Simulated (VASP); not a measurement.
# ZnSnS2 (P4/mmm) in VASP: notebook, part 2 of 2

VASP 6.6.1.

## (3) Single point, PBE

This run uses another cell than the first one, of 21.78 Å³/atom.

Input file INCAR:

```
  PREC = Accurate
  ENCUT = 520
  EDIFF = 1E-7
  ISMEAR = 0
  SIGMA = 0.1
  LREAL = F
  LASPH = T
  NELM = 80
  ALGO = Normal
  ISIF = 2
  LWAVE = F
  LCHARG = F
  GGA = PE
  NBANDS = 27
```

Input file KPOINTS:

```
Automatic mesh
0
Gamma
  4 4 6
```

Input file POSCAR:

```
ZnSnS2
1.0
    4.8395837227      0.0000000000      0.0000000000
    0.0000000000      4.8395837227      0.0000000000
    0.0000000000      0.0000000000      3.7188587278
Zn Sn S
1 1 2
Direct
    0.0000000000      0.0000000000      0.0000000000
    0.5000000000      0.5000000000      0.5000000000
    0.5000000000      0.0000000000      0.0000000000
    0.0000000000      0.5000000000      0.0000000000
```

Potentials or basis: VASP PAW PBE potentials, release 64 (Zn, Sn_d, S).

Started as:

```console
$ cat potpaw_PBE.64/Zn/POTCAR potpaw_PBE.64/Sn_d/POTCAR potpaw_PBE.64/S/POTCAR > POTCAR
$ mpirun -np 1 vasp_std > vasp.out
```

OUTCAR:

```text
PREC = Accurate
   ENCUT = 520
   EDIFF = 1E-7
   ISMEAR = 0
   LREAL = F
   LASPH = T
   NELM = 80
   ISIF = 2
   GGA = PE

 ion  position               nearest neighbor table
   1  0.000  0.000  0.000-   3 2.42   4 2.42   4 2.42   3 2.42
   2  0.500  0.500  0.500-   3 3.05   4 3.05   3 3.05   4 3.05   3 3.05   3 3.05   4 3.05   4 3.05

   3  0.500  0.000  0.000-   1 2.42   1 2.42   2 3.05   2 3.05   2 3.05   2 3.05
   4  0.000  0.500  0.000-   1 2.42   1 2.42   2 3.05   2 3.05   2 3.05   2 3.05

  LATTYP: Found a simple tetragonal cell.
 ALAT       =     4.8395837227
 C/A-ratio  =     0.7684253318

  Lattice vectors:

 A1 = (   4.8395837227,   0.0000000000,   0.0000000000)
 A2 = (   0.0000000000,   4.8395837227,   0.0000000000)
 A3 = (   0.0000000000,   0.0000000000,   3.7188587278)

Analysis of symmetry for initial positions (statically):
=====================================================================
 Subroutine PRICEL returns:
 Original cell was already a primitive cell.

 Routine SETGRP: Setting up the symmetry group for a
 simple tetragonal supercell.

[... 168 lines left out ...]
  energy without entropy =      -14.22800951  energy(sigma->0) =      -14.23001468

 E-fermi :   4.9390     XC(G=0):  -9.8970

 val. band max:        4.8656218997   @ k =   0.5000   0.5000   0.1667
 cond. band min:       4.9585095675   @ k =   0.5000   0.5000   0.3333
 fundamental gap:      0.0928876678
 Fermi energy:         4.9390029285

 k-point     1 :       0.0000    0.0000    0.0000
  band No.  band energies     occupation
      1     -16.5616      2.00000
      2     -16.5460      2.00000
      3     -16.5446      2.00000
      4     -16.5190      2.00000
      5     -16.5190      2.00000
      6      -8.7965      2.00000
[... 709 lines left out ...]
     26      11.8234      0.00000
     27      13.2200      0.00000

------------------------ aborting loop because EDIFF is reached ----------------------------------------

  FORCE on cell =-STRESS in cart. coord.  units (eV):
  Direction    XX          YY          ZZ          XY          YZ          ZX
  --------------------------------------------------------------------------------------
  -------------------------------------------------------------------------------------
  Total       -0.0759736     -0.0759736      0.1847804      0.0000000     -0.0000000      0.0000000
  in kB       -1.3974872     -1.3974872      3.3989187      0.0000000     -0.0000000      0.0000000
  external PRESSURE =       0.2013148 kB  Pullay stress =       0.0000000 kB

 VOLUME and BASIS-vectors are now :
 -----------------------------------------------------------------------------
  energy-cutoff  :      520.00
  volume of cell :       87.10
      direct lattice vectors                 reciprocal lattice vectors
     4.839583723  0.000000000  0.000000000     0.206629342  0.000000000  0.000000000
     0.000000000  4.839583723  0.000000000     0.000000000  0.206629342  0.000000000
     0.000000000  0.000000000  3.718858728     0.000000000  0.000000000  0.268899701

 POSITION                                       TOTAL-FORCE (eV/Angst)
 -----------------------------------------------------------------------------------
      0.00000      0.00000      0.00000         0.000000      0.000000      0.000000
      2.41979      2.41979      1.85943         0.000000      0.000000      0.000000
      2.41979      0.00000      0.00000         0.000000      0.000000      0.000000
      0.00000      2.41979      0.00000         0.000000      0.000000      0.000000
 -----------------------------------------------------------------------------------
    total drift:                                0.000000      0.000000      0.000000

  FREE ENERGIE OF THE ION-ELECTRON SYSTEM (eV)
  ---------------------------------------------------
  free  energy   TOTEN  =       -14.2320198482 eV

  energy  without entropy=      -14.2280095058  energy(sigma->0) =      -14.23001468
```

OSZICAR:

```text
N       E                     dE             d eps       ncg     rms          rms(c)
DAV:   1     0.311827118956E+03    0.31183E+03   -0.18402E+04  1307   0.181E+03
DAV:   2     0.263192928644E+02   -0.28551E+03   -0.27645E+03  1312   0.436E+02
DAV:   3    -0.138410385143E+02   -0.40160E+02   -0.39187E+02  1562   0.142E+02
DAV:   4    -0.153988469891E+02   -0.15578E+01   -0.15532E+01  1519   0.288E+01
DAV:   5    -0.154344144028E+02   -0.35567E-01   -0.35555E-01  1649   0.468E+00    0.854E+00
DAV:   6    -0.142625310919E+02    0.11719E+01   -0.24852E+00  1931   0.291E+01    0.665E+00
DAV:   7    -0.142412866048E+02    0.21244E-01   -0.89293E-01  1452   0.528E+00    0.327E+00
DAV:   8    -0.142322954863E+02    0.89911E-02   -0.44516E-02  1451   0.162E+00    0.761E-01
DAV:   9    -0.142318110740E+02    0.48441E-03   -0.57530E-03  1494   0.543E-01    0.219E-01
DAV:  10    -0.142319594613E+02   -0.14839E-03   -0.16056E-03  1747   0.354E-01    0.855E-02
DAV:  11    -0.142320176737E+02   -0.58212E-04   -0.51396E-04  1445   0.216E-01    0.155E-02
DAV:  12    -0.142320189345E+02   -0.12609E-05   -0.38987E-05  1501   0.729E-02    0.928E-03
DAV:  13    -0.142320199221E+02   -0.98753E-06   -0.98649E-06  1411   0.322E-02    0.247E-03
DAV:  14    -0.142320198482E+02    0.73909E-07   -0.98958E-07  1504   0.686E-03
   1 F= -.14232020E+02 E0= -.14230015E+02  d E =-.401034E-02
```

It used 39 s of CPU time on 1 thread of Intel(R) Xeon(R) Platinum 8488C (Sapphire Rapids) (shared host).

Results:

| Item | Value |
| --- | --- |
| Free energy | -14.2320 eV |
| Pressure | 0.0 GPa |
| Band gap on the k mesh | zero (bands 19 and 20 overlap by 1.09 eV) |

Levels at points of the mesh, in eV from the Fermi level:
| k point | band 17 | band 18 | band 19 | band 20 | band 21 | band 22 |
| --- | --- | --- | --- | --- | --- | --- |
| (0.00, 0.00, 0.00) | -1.88 | -1.88 | -1.02 | -0.66 | 4.70 | 4.92 |
| (0.50, 0.00, 0.00) | -1.43 | -1.31 | -0.30 | 1.74 | 2.99 | 4.43 |
| (0.50, 0.50, 0.00) | -0.54 | -0.12 | 0.40 | 1.52 | 1.52 | 2.93 |
| (0.00, 0.00, 0.50) | -1.16 | -1.16 | -0.81 | -0.69 | 0.82 | 0.82 |
| (0.50, 0.00, 0.50) | -3.49 | -2.17 | -1.22 | 1.16 | 2.14 | 2.91 |
| (0.50, 0.50, 0.50) | -3.92 | -0.34 | 0.07 | 0.23 | 4.91 | 5.18 |

Caveat: spin-orbit coupling is left out, which moves the levels of the heavy elements.

## (4) Relaxation of cell and atoms, PBE

Input file INCAR:

```
SYSTEM = ZnSnS2
ALGO = Normal
EDIFF = 1E-6
EDIFFG = -0.04
ENCUT = 600
GGA = PE
IBRION = 2
ISIF = 3
ISMEAR = 0
LASPH = .True.
LCHARG = .False.
LREAL = .False.
LWAVE = .False.
NELM = 60
NSW = 90
PREC = Accurate
SIGMA = 0.1
```

Input file KPOINTS:

```
k-points
0
Gamma
  4 4 6
  0 0 0
```

Input file POSCAR:

```
ZnSnS2
1.0
    5.2283546400      0.0000000000      0.0000000000
    0.0000000000      5.2283546400      0.0000000000
    0.0000000000      0.0000000000      2.6950338900
Zn Sn S
1 1 2
Direct
    0.0000000000      0.0000000000      0.0000000000
    0.5000000000      0.5000000000      0.5000000000
    0.5000000000      0.0000000000      0.0000000000
    0.0000000000      0.5000000000      0.0000000000
```

Potentials or basis: VASP PAW PBE potentials, release 64 (Zn, Sn_d, S).

Started as:

```console
$ cat potpaw_PBE.64/Zn/POTCAR potpaw_PBE.64/Sn_d/POTCAR potpaw_PBE.64/S/POTCAR > POTCAR
$ mpirun -np 1 vasp_std > vasp.out
```

OUTCAR:

```text
SYSTEM = ZnSnS2
   EDIFF = 1E-6
   EDIFFG = -0.04
   ENCUT = 600
   GGA = PE
   IBRION = 2
   ISIF = 3
   ISMEAR = 0
   LASPH = .True.
   LREAL = .False.
   NELM = 60
   NSW = 90
   PREC = Accurate

 ion  position               nearest neighbor table
   1  0.000  0.000  0.000-   3 2.61   4 2.61   4 2.61   3 2.61
   2  0.500  0.500  0.500-   3 2.94   4 2.94   3 2.94   4 2.94   3 2.94   3 2.94   4 2.94   4 2.94

   3  0.500  0.000  0.000-   1 2.61   1 2.61   2 2.94   2 2.94   2 2.94   2 2.94
   4  0.000  0.500  0.000-   1 2.61   1 2.61   2 2.94   2 2.94   2 2.94   2 2.94

  LATTYP: Found a simple tetragonal cell.
 ALAT       =     5.2283546400
 C/A-ratio  =     0.5154650125

  Lattice vectors:

 A1 = (   5.2283546400,   0.0000000000,   0.0000000000)
 A2 = (   0.0000000000,   5.2283546400,   0.0000000000)
[... 190 lines left out ...]
  in kB        9.8343854      9.8343854    288.5592413      0.0000000     -0.0000000      0.0000000
  external PRESSURE =     102.7426707 kB  Pullay stress =       0.0000000 kB
[... 726 lines left out ...]
  FREE ENERGIE OF THE ION-ELECTRON SYSTEM (eV)
  ---------------------------------------------------
  free  energy   TOTEN  =       -13.3463427475 eV

  energy  without entropy=      -13.3328851622  energy(sigma->0) =      -13.33961395

[... ionic steps 4 to 8 ...]

--------------------------------------- Ionic step        9  -------------------------------------------

 number of electron      37.9999996 magnetization

 E-fermi :   4.3034     XC(G=0):  -9.5809
[... 702 lines left out ...]
--------------------------------------- Ionic step       11  -------------------------------------------

 number of electron      38.0000016 magnetization

 Free energy of the ion-electron system (eV)
  ---------------------------------------------------
  ext. energy  EPLUGINS =         0.00000000
  ---------------------------------------------------
  free energy    TOTEN  =       -14.22055597 eV

  energy without entropy =      -14.21713587  energy(sigma->0) =      -14.21884592

 E-fermi :   4.9200     XC(G=0):  -9.8796

 val. band max:        4.8632884347   @ k =   0.5000   0.5000   0.1667
 cond. band min:       4.9515637571   @ k =   0.5000   0.5000   0.3333
 fundamental gap:      0.0882753224
 Fermi energy:         4.9200048820
[... 653 lines left out ...]
  FREE ENERGIE OF THE ION-ELECTRON SYSTEM (eV)
  ---------------------------------------------------
  free  energy   TOTEN  =       -14.2205559673 eV

  energy  without entropy=      -14.2171358718  energy(sigma->0) =      -14.21884592

 reached required accuracy - stopping structural energy minimisation
```

CONTCAR:

```text
ZnSnS2
   1.00000000000000
     4.8310148766353098    0.0000000000000000    0.0000000000000000
     0.0000000000000000    4.8310148766353098   -0.0000000000000000
     0.0000000000000000   -0.0000000000000000    3.7426405369006024
  Zn              Sn              S
     1     1     2
Direct
     0.0000000000000000    0.0000000000000000    0.0000000000000000
     0.5000000000000000    0.5000000000000000    0.5000000000000000
     0.5000000000000000    0.0000000000000000    0.0000000000000000
     0.0000000000000000    0.5000000000000000    0.0000000000000000

  0.00000000E+00  0.00000000E+00  0.00000000E+00
  0.00000000E+00  0.00000000E+00  0.00000000E+00
  0.00000000E+00  0.00000000E+00  0.00000000E+00
  0.00000000E+00  0.00000000E+00  0.00000000E+00
```

It used 300 s of CPU time on 1 thread of Intel(R) Xeon(R) Platinum 8488C (Sapphire Rapids), with other jobs on the host.

Results:

```
Free energy                           : -14.2206 eV
Relaxed volume                        : 21.84 Å³/atom
Relaxed cell                          : a = 4.831 Å, b = 4.831 Å, c = 3.743 Å, α = 90.00°, β = 90.00°, γ = 90.00°
Space group after relaxing (to 0.1 Å) : P4/mmm (No. 123)
Energy gained by relaxing             : 479.0 meV/atom
Ionic steps                           : 11
Pressure after relaxing               : 0.1 GPa
Band gap on the k mesh                : zero (bands 19 and 20 overlap by 1.04 eV)
```

Step by step:
```
step  energy change (eV)  largest force (eV/Å)  pressure (GPa)  volume (Å³)
   1              0.0000                0.0000           10.27        73.67
   2             -0.9607                0.0000           -2.15        86.39
   3             -1.0419                0.0000           -3.78        89.44
   4             -1.1794                0.0000           -6.11        95.58
   5             -1.0899                0.0000           -8.59       108.04
   6             -1.2039                0.0000           -7.32       100.19
   7             -1.8205                0.0000           -0.04        90.75
   8             -1.8625                0.0000           -2.17        92.65
   9             -1.8620                0.0000           -2.33        92.82
  10             -1.9138                0.0000           -0.44        88.29
  11             -1.9161                0.0000            0.09        87.35
```

Final structure:
```
Zn Sn S
1.0
     4.83101    0.00000    0.00000
     0.00000    4.83101    0.00000
     0.00000    0.00000    3.74264
Zn Sn S
1 1 2
Direct
  0.00000 0.00000 0.00000
  0.50000 0.50000 0.50000
  0.50000 0.00000 0.00000
  0.00000 0.50000 0.00000
```

Levels at points of the mesh, in eV from the Fermi level:
| k point | band 17 | band 18 | band 19 | band 20 | band 21 | band 22 |
| --- | --- | --- | --- | --- | --- | --- |
| (0.00, 0.00, 0.00) | -1.86 | -1.86 | -0.99 | -0.70 | 4.85 | 4.85 |
| (0.50, 0.00, 0.00) | -1.48 | -1.36 | -0.32 | 1.70 | 3.02 | 4.36 |
| (0.50, 0.50, 0.00) | -0.51 | -0.10 | 0.34 | 1.50 | 1.50 | 2.84 |
| (0.00, 0.00, 0.50) | -1.15 | -1.15 | -0.81 | -0.67 | 0.81 | 0.81 |
| (0.50, 0.00, 0.50) | -3.51 | -2.17 | -1.21 | 1.16 | 2.17 | 2.94 |
| (0.50, 0.50, 0.50) | -3.91 | -0.32 | 0.08 | 0.24 | 4.95 | 5.15 |

Caveat: the k points lie up to 0.33 Å⁻¹ apart in the final cell, too coarse for converged energies and pressures of a metal; the volume moved by over 15 % at a fixed basis, so the end points are rough; spin-orbit coupling is left out, which moves the levels of the heavy elements.

## (5) Single point, PBE

This run uses another cell than the first one, of 21.79 Å³/atom.

Input file INCAR:

```
SYSTEM = ZnSnS2
PREC     = Accurate       ! precision mode
ENCUT    = 520            ! plane-wave cutoff, eV
EDIFF    = 1E-7           ! SCF threshold, eV
ISMEAR   = 0              ! smearing method
SIGMA    = 0.1            ! smearing width, eV
LREAL    = .False.        ! projectors in reciprocal space
LASPH    = .True.         ! aspherical terms in the spheres
NELM     = 60             ! most SCF steps
ALGO     = Normal         ! electronic algorithm
ISIF     = 2              ! what is computed and relaxed
LWAVE    = .False.        ! write WAVECAR
LCHARG   = .False.        ! write CHGCAR
GGA      = PE             ! functional
NBANDS   = 27             ! bands
```

Input file KPOINTS:

```
regular mesh
0
Gamma
  10 10 12
  0 0 0
```

Input file POSCAR:

```
ZnSnS2
1.0
    4.8317196654      0.0000000000      0.0000000000
    0.0000000000      4.8317196654      0.0000000000
    0.0000000000      0.0000000000      3.7337955800
Zn Sn S
1 1 2
Direct
    0.0000000000      0.0000000000      0.0000000000
    0.5000000000      0.5000000000      0.5000000000
    0.5000000000      0.0000000000      0.0000000000
    0.0000000000      0.5000000000      0.0000000000
```

Started as:

```console
$ cat potpaw_PBE.64/Zn/POTCAR potpaw_PBE.64/Sn_d/POTCAR potpaw_PBE.64/S/POTCAR > POTCAR
$ mpirun -np 1 vasp_std > vasp.out
```

It used 200 s of CPU time on 1 thread of Intel(R) Xeon(R) Platinum 8488C (Sapphire Rapids), on a shared host.

The run converged. Its results:

```yaml
Free_energy: -14.2194 eV
Pressure: 0.0 GPa
Band_gap_on_the_k_mesh: zero (bands 19 and 20 overlap by 1.19 eV)
```

Stress tensor (GPa, compression positive):
```
 0.07  0.00  0.00
 0.00  0.07  0.00
 0.00  0.00 -0.04
```

Levels at points of the mesh, in eV from the Fermi level:
```
           k point  band 16  band 17  band 18  band 19  band 20  band 21  band 22  band 23
(0.00, 0.00, 0.00)    -2.28    -1.76    -1.76    -0.89    -0.58     4.78     4.98     4.98
(0.50, 0.00, 0.00)    -3.34    -1.36    -1.25    -0.21     1.82     3.12     4.49     5.06
(0.50, 0.50, 0.00)    -0.95    -0.42     0.01     0.47     1.61     1.61     2.97     4.90
(0.00, 0.00, 0.50)    -2.39    -1.05    -1.05    -0.70    -0.57     0.92     0.92     1.25
(0.50, 0.00, 0.50)    -3.50    -3.40    -2.07    -1.10     1.27     2.26     3.04     4.38
(0.50, 0.50, 0.50)    -3.82    -3.82    -0.23     0.19     0.34     5.05     5.27     5.27
```

Caveat: spin-orbit coupling is left out, which moves the levels of the heavy elements.

## (6) The runs side by side

```tsv
task	cell	k mesh	cutoff (eV)	gap on the mesh (eV)	pressure (GPa)
single point	a = 5.228, b = 5.228, c = 2.695 Å, 4 atoms	4 × 4 × 6	520	none	10.3
single point	a = 4.840, b = 4.840, c = 3.719 Å, 4 atoms	4 × 4 × 6	520	none	0.0
relaxation of cell and atoms	relaxed from a = 5.228, b = 5.228, c = 2.695 Å, 4 atoms	4 × 4 × 6	600	none	0.1
single point	a = 4.832, b = 4.832, c = 3.734 Å, 4 atoms	10 × 10 × 12	520	none	0.0
```

Alike in all rows: level PBE; potentials or basis VASP PAW PBE potentials, release 64 (Zn, Sn_d, S); no spin polarisation; smearing gaussian 0.1 eV.

Caveats: some runs use coarse meshes; spin-orbit coupling is left out, which moves the levels of the heavy elements; the volume moved by over 15 % at a fixed basis, so the end points are rough (at least some runs).

Total energies depend on the potentials used, so only differences within one code and one set of settings carry meaning.
